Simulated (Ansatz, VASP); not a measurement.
## TiGe4Mo: VASP beside Ansatz

```xyz
6
Lattice="2.3777 -4.2061 0.0000 2.3777 4.2061 0.0000 0.0000 0.0000 4.7292" Properties=species:S:1:pos:R:3 pbc="T T T"
Ti    2.3777    0.0000    2.3646
Ge    2.3777   -1.3548    0.0000
Ge    2.3777    2.8238    2.3646
Ge    2.3777    1.3548    0.0000
Ge    2.3777   -2.8238    2.3646
Mo    0.0000    0.0000    0.0000
```

Alike in both runs: functional PBE; k mesh 10 × 10 × 8; occupations gaussian, width 0.1 eV; no spin polarisation.

Ansatz relaxed the structure, and its values are those at the end. VASP's run is a single point on that final structure, the one shown.

|  | VASP | Ansatz |
| --- | --- | --- |
| version | VASP 6.6.1 | Ansatz 0.2.0 |
| potentials or method | VASP PAW PBE potentials, release 64 (Ti_sv, Ge_d, Mo_sv), cutoff 520 eV | scalar-relativistic, plane waves, PAW |
| valence electrons in the cell | 82 | 82 |

|  | VASP | Ansatz | Ansatz less VASP |
| --- | --- | --- | --- |
| gap on the k mesh at the Fermi level (eV) | none | none | - |
| pressure (GPa) | 0.2 | 0.0 | -0.18 |

A gap of «none» marks a metal or a gap that the smearing closes.
